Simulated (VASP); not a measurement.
# Sn4P (I4/m) in VASP: further runs

Sn4P is run at these levels: PBE; tasks: single point.

Everything below comes from runs of VASP 6.6.1. Logs are shortened: lines on timing, memory, paths and dates and some standing lists are left out, and cuts for length are marked.

## Step 1: The cell of the first run

Symmetry: I4/m, No. 87, tetragonal system. The conventional cell has a = 7.201 Å, b = 7.201 Å, c = 4.489 Å, α = 90.00°, β = 90.00°, γ = 90.00°. Within 4.2 Å of Sn (site symmetry m) lie 9 Sn at 3.20 to 3.22 Å and 3 P at 3.20 to 3.22 Å. P (site symmetry 4/m) has 12 Sn at 3.20 to 3.22 Å within 4.2 Å.

## Step 2: Single point, PBE

File INCAR:

```
  PREC = Accurate
  ENCUT = 520
  EDIFF = 1E-6
  ISMEAR = 0
  SIGMA = 0.1
  LREAL = F
  LASPH = T
  NELM = 100
  ALGO = Normal
  ISIF = 2
  LWAVE = F
  LCHARG = F
  GGA = PE
  NBANDS = 38
```

File KPOINTS:

```
regular mesh
0
Gamma
  4 4 4
```

File POSCAR:

```
Sn4P
1.0
   -3.6002666300      3.6002666300      2.2445527600
    3.6002666300     -3.6002666300      2.2445527600
    3.6002666300      3.6002666300     -2.2445527600
Sn P
4 1
Direct
    0.6000000200      0.2000000000      0.8000000100
    0.8000000000      0.6000000200      0.4000000200
    0.3999999800      0.8000000000      0.1999999900
    0.2000000000      0.3999999800      0.5999999800
    0.0000000000      0.0000000000      0.0000000000
```

Potentials or basis: VASP PAW PBE potentials, release 64 (Sn_d, P).

Command:

```bash
$ cat potpaw_PBE.64/Sn_d/POTCAR potpaw_PBE.64/P/POTCAR > POTCAR
$ mpirun -np 1 vasp_std > vasp.out
```

OUTCAR:

```text
PREC = Accurate
   ENCUT = 520
   EDIFF = 1E-6
   ISMEAR = 0
   LREAL = F
   LASPH = T
   NELM = 100
   ISIF = 2
   GGA = PE

 ion  position               nearest neighbor table
   1  0.600  0.200  0.800-   3 3.20   3 3.20   2 3.20   5 3.20   4 3.20   2 3.20   5 3.20   4 3.20
                             5 3.22   3 3.22   4 3.22   2 3.22
   2  0.800  0.600  0.400-   4 3.20   4 3.20   1 3.20   5 3.20   5 3.20   3 3.20   1 3.20   3 3.20
                             5 3.22   3 3.22   1 3.22   4 3.22
   3  0.400  0.800  0.200-   1 3.20   1 3.20   4 3.20   5 3.20   2 3.20   4 3.20   5 3.20   2 3.20
                             5 3.22   1 3.22   2 3.22   4 3.22
   4  0.200  0.400  0.600-   2 3.20   2 3.20   3 3.20   5 3.20   5 3.20   1 3.20   3 3.20   1 3.20
                             5 3.22   1 3.22   3 3.22   2 3.22
   5  0.000  0.000  0.000-   2 3.20   2 3.20   4 3.20   4 3.20   1 3.20   3 3.20   3 3.20   1 3.20
                             2 3.22   4 3.22   3 3.22   1 3.22

  LATTYP: Found a body centered tetragonal cell.
 ALAT       =     7.2005332600
 C/A-ratio  =     0.6234407033

  Lattice vectors:

 A1 = (  -3.6002666300,   3.6002666300,   2.2445527600)
 A2 = (   3.6002666300,  -3.6002666300,   2.2445527600)
 A3 = (   3.6002666300,   3.6002666300,  -2.2445527600)

Analysis of symmetry for initial positions (statically):
=====================================================================
 Subroutine PRICEL returns:
 Original cell was already a primitive cell.

 Routine SETGRP: Setting up the symmetry group for a
 body centered tetragonal supercell.

 Subroutine GETGRP returns: Found  8 space group operations
 (whereof  8 operations were pure point group operations)
 out of a pool of 16 trial point group operations.

The static configuration has the point symmetry C_4h.

Analysis of symmetry for dynamics (positions and initial velocities):
=====================================================================
 Subroutine PRICEL returns:
 Original cell was already a primitive cell.

 Routine SETGRP: Setting up the symmetry group for a
 body centered tetragonal supercell.

 Subroutine GETGRP returns: Found  8 space group operations
 (whereof  8 operations were pure point group operations)
 out of a pool of 16 trial point group operations.

The dynamic configuration has the point symmetry C_4h.

 Subroutine INISYM returns: Found  8 space group operations
 (whereof  8 operations are pure point group operations),
 and found     1 'primitive' translations

----------------------------------------------------------------------------------------

                                     Primitive cell

  volume of cell :     116.3749

  direct lattice vectors                    reciprocal lattice vectors
    -3.600266630  3.600266630  2.244552760     0.000000000  0.138878603  0.222761527
     3.600266630 -3.600266630  2.244552760     0.138878603  0.000000000  0.222761527
     3.600266630  3.600266630 -2.244552760     0.138878603  0.138878603  0.000000000

  length of vectors
     5.564337940  5.564337940  5.564337940     0.262507075  0.262507075  0.196404004

  position of ions in fractional coordinates (direct lattice)
     0.600000020  0.200000000  0.800000010
     0.800000000  0.600000020  0.400000020
     0.399999980  0.800000000  0.199999990
     0.200000000  0.399999980  0.599999980
     0.000000000  0.000000000  0.000000000

  ion indices of the primitive-cell ions
   primitive index   ion index
                 1           1
                 2           2
                 3           3
                 4           4
                 5           5

----------------------------------------------------------------------------------------

 KPOINTS: regular mesh

Automatic generation of k-mesh.
 Grid dimensions read from file:
 generate k-points for:    4    4    4

 Generating k-lattice:

  Cartesian coordinates                     Fractional coordinates (reciprocal lattice)
     0.000000000  0.034719651  0.055690382     0.250000000  0.000000000  0.000000000
     0.034719651  0.000000000  0.055690382     0.000000000  0.250000000  0.000000000
     0.034719651  0.034719651  0.000000000     0.000000000  0.000000000  0.250000000

  Length of vectors
     0.065626769  0.065626769  0.049101001

  Shift w.r.t. Gamma in fractional coordinates (k-lattice)
     0.000000000  0.000000000  0.000000000

 Subroutine IBZKPT returns following result:
 ===========================================

 Found     14 irreducible k-points:

 Following reciprocal coordinates:
            Coordinates               Weight
  0.000000  0.000000  0.000000      1.000000
  0.250000 -0.000000  0.000000      8.000000
  0.500000 -0.000000  0.000000      4.000000
  0.250000  0.250000  0.000000      8.000000
  0.500000  0.250000  0.000000      8.000000
 -0.250000  0.500000  0.000000      8.000000
 -0.250000  0.250000  0.000000      4.000000
  0.500000  0.500000  0.000000      2.000000
  0.250000  0.250000  0.250000      2.000000
 -0.250000  0.250000  0.250000      4.000000
  0.500000  0.500000  0.250000      4.000000
 -0.250000  0.500000  0.250000      8.000000
 -0.250000 -0.250000  0.250000      2.000000
  0.500000  0.500000  0.500000      1.000000
   k-points           NKPTS =     14   k-points in BZ     NKDIM =     14   number of bands    NBANDS=     38
   number of dos      NEDOS =    301   number of ions     NIONS =      5
   total plane-waves  NPLWV =  74088
   dimension x,y,z NGX =    42 NGY =   42 NGZ =   42
   dimension x,y,z NGXF=    84 NGYF=   84 NGZF=   84
   ions per type =               4   1
   NGX,Y,Z   is equivalent  to a cutoff of  12.55, 12.55, 12.55 a.u.
   NGXF,Y,Z  is equivalent  to a cutoff of  25.10, 25.10, 25.10 a.u.
 SYSTEM =  unknown system
   PREC   = accura    normal or accurate (medium, high low for compatibility)
   ISTART =      0    job   : 0-new  1-cont  2-samecut
   ICHARG =      2    charge: 1-file 2-atom 10-const
   ISPIN  =      1    spin polarized calculation?
   LNONCOLLINEAR =      F non collinear calculations
   LSORBIT =      F    spin-orbit coupling
   LASPH  =      T    aspherical Exc in radial PAW
   ENCUT  =  520.0 eV  38.22 Ry    6.18 a.u.  10.35 10.35 10.35*2*pi/ulx,y,z
   NELM   =    100;   NELMIN=  2; NELMDL= -5     # of ELM steps
   EDIFF  = 0.1E-05   stopping-criterion for ELM
   LREAL  =      F    real-space projection
   EDIFFG = 0.1E-04   stopping-criterion for IOM
   NSW    =      0    number of steps for IOM
   IBRION =     -1    ionic relax: 0-MD 1-quasi-New 2-CG
   NFREE  =      0    steps in history (QN), initial steepest desc. (CG)
   ISIF   =      2    stress and relaxation
   ISYM   =      2    0-nonsym 1-usesym 2-fastsym
   POTIM  = 0.5000    time-step for ionic-motion
   TEBEG  =    0.0;   TEEND  =   0.0 temperature during run
   PSTRESS=    0.0 pullay stress
   NELECT =      61.0000    total number of electrons
   NUPDOWN=      -1.0000    fix difference up-down
   EMIN   =  10.00;   EMAX   =-10.00  energy-range for DOS
   EFERMI =   0.00;   METHOD = LEGACY
   ISMEAR =     0;   SIGMA  =   0.10  broadening in eV -4-tet -1-fermi 0-gaus
   EFERMI_NEDOS =   21; number of points for ismear=-14 and -15
   IALGO  =     38    algorithm
   IMIX   =      4    mixing-type and parameters
     AMIX     =   0.40;   BMIX     =  1.00
     AMIX_MAG =   1.60;   BMIX_MAG =  1.00
  volume/ion in A,a.u.               =      23.27       157.07
  Fermi-wavevector in a.u.,A,eV,Ry     =   1.319973  2.494387 23.705823  1.742329
  Thomas-Fermi vector in A             =   2.449833
   LORBIT       =      0    0 simple, 1 ext, 2 COOP (PROOUT), +10 PAW based schemes
   GGA     = PE    functional components
   LHFCALC =     F    Hartree Fock is set to
   AEXX    =    0.0000 exact exchange contribution
   IVDW    =     0    specifies the selected vdW correction
   LEPSILON=     F    determine dielectric tensor
   LRPA    =     F    only Hartree local field effects (RPA)
 non-spin polarized calculation
 Gauss-broadening in eV      SIGMA  =   0.10
  energy-cutoff  :      520.00
  volume of cell :      116.37
 maximum number of plane-waves:      3150
 NGX is ok and might be reduce to    42
   NGX = 21   NGY = 21   NGZ = 21

 number of electron      61.0000002 magnetization

 Free energy of the ion-electron system (eV)
  ---------------------------------------------------
  ext. energy  EPLUGINS =         0.00000000
  ---------------------------------------------------
  free energy    TOTEN  =       -19.23738069 eV

  energy without entropy =      -19.22062543  energy(sigma->0) =      -19.22900306

 E-fermi :   8.9005     XC(G=0): -10.7855

 val. band max:        8.8985623153   @ k =  -0.2500   0.5000   0.2500
 cond. band min:       8.9230285910   @ k =   0.5000   0.5000   0.5000
 fundamental gap:      0.0244662757
 Fermi energy:         8.9005023370

 k-point     1 :       0.0000    0.0000    0.0000
  band No.  band energies     occupation
      1     -12.7192      2.00000
      2     -12.7192      2.00000
      3     -12.7148      2.00000
      4     -12.7122      2.00000
      5     -12.7009      2.00000
      6     -12.7009      2.00000
[... 30 lines left out ...]
     37      10.3213      0.00000
     38      16.3968      0.00000

 k-point     2 :       0.2500   -0.0000    0.0000
  band No.  band energies     occupation
      1     -12.7426      2.00000
      2     -12.7341      2.00000
      3     -12.7090      2.00000
      4     -12.6971      2.00000
      5     -12.6908      2.00000
      6     -12.6823      2.00000
[... 30 lines left out ...]
     37      12.9486      0.00000
     38      13.5908      0.00000

 k-point     3 :       0.5000   -0.0000    0.0000
  band No.  band energies     occupation
      1     -12.7238      2.00000
      2     -12.7210      2.00000
      3     -12.7165      2.00000
      4     -12.6940      2.00000
      5     -12.6884      2.00000
      6     -12.6797      2.00000
[... 30 lines left out ...]
     37      13.4641      0.00000
     38      15.0951      0.00000

 k-point     4 :       0.2500    0.2500    0.0000
  band No.  band energies     occupation
      1     -12.7305      2.00000
      2     -12.7163      2.00000
      3     -12.7074      2.00000
      4     -12.6946      2.00000
      5     -12.6860      2.00000
      6     -12.6818      2.00000
[... 30 lines left out ...]
     37      13.5109      0.00000
     38      14.3596      0.00000
[... 293 lines left out ...]
      4     -12.7102      2.00000
      5     -12.7021      2.00000
      6     -12.6981      2.00000
[... 30 lines left out ...]
     37      12.7647      0.00000
     38      13.3861      0.00000

 k-point    13 :      -0.2500   -0.2500    0.2500
  band No.  band energies     occupation
      1     -12.7439      2.00000
      2     -12.7159      2.00000
      3     -12.7065      2.00000
      4     -12.7065      2.00000
      5     -12.6847      2.00000
      6     -12.6793      2.00000
[... 30 lines left out ...]
     37      13.8320      0.00000
     38      14.1991      0.00000

 k-point    14 :       0.5000    0.5000    0.5000
  band No.  band energies     occupation
      1     -12.7940      2.00000
      2     -12.7834      2.00000
      3     -12.7798      2.00000
      4     -12.7445      2.00000
      5     -12.6929      2.00000
      6     -12.6929      2.00000
[... 30 lines left out ...]
     37      12.5045      0.00000
     38      12.5046      0.00000

------------------------ aborting loop because EDIFF is reached ----------------------------------------

  FORCE on cell =-STRESS in cart. coord.  units (eV):
  Direction    XX          YY          ZZ          XY          YZ          ZX
  --------------------------------------------------------------------------------------
  -------------------------------------------------------------------------------------
  Total        4.5636437      4.5636437      3.4194286     -0.0000000      0.0000000      0.0000000
  in kB       62.8294374     62.8294374     47.0765881     -0.0000001      0.0000000      0.0000000
  external PRESSURE =      57.5784876 kB  Pullay stress =       0.0000000 kB

 VOLUME and BASIS-vectors are now :
 -----------------------------------------------------------------------------
  energy-cutoff  :      520.00
  volume of cell :      116.37
      direct lattice vectors                 reciprocal lattice vectors
    -3.600266630  3.600266630  2.244552760     0.000000000  0.138878603  0.222761527
     3.600266630 -3.600266630  2.244552760     0.138878603  0.000000000  0.222761527
     3.600266630  3.600266630 -2.244552760     0.138878603  0.138878603  0.000000000

 POSITION                                       TOTAL-FORCE (eV/Angst)
 -----------------------------------------------------------------------------------
      1.44011      4.32032      0.00000         0.438334      0.012186     -0.000000
      0.72005      2.16016      2.24455         0.012186     -0.438334      0.000000
      2.16016     -0.72005      2.24455        -0.438334     -0.012186      0.000000
      2.88021      1.44011      0.00000        -0.012186      0.438334     -0.000000
      0.00000      0.00000      0.00000        -0.000000     -0.000000      0.000000
 -----------------------------------------------------------------------------------
    total drift:                                0.000000     -0.000000      0.000000

  FREE ENERGIE OF THE ION-ELECTRON SYSTEM (eV)
  ---------------------------------------------------
  free  energy   TOTEN  =       -19.2373806926 eV

  energy  without entropy=      -19.2206254319  energy(sigma->0) =      -19.22900306
```

Wall time 38 s (1 thread of Intel Xeon 6975P-C (Granite Rapids), shared host); peak memory 0.26 GiB.

Results:

| Item | Value |
| --- | --- |
| Free energy | -19.2374 eV |
| Pressure | 5.8 GPa |
| Largest force | 0.439 eV/Å |

Forces on the atoms (eV/Å):
```
Sn   0.438  0.012  0.000
Sn   0.012 -0.438  0.000
Sn  -0.438 -0.012  0.000
Sn  -0.012  0.438  0.000
P    0.000  0.000  0.000
```

Caveat: the k points lie up to 0.41 Å⁻¹ apart; spin-orbit coupling is left out, which moves the levels of the heavy elements.

[end of part 1 of 2]
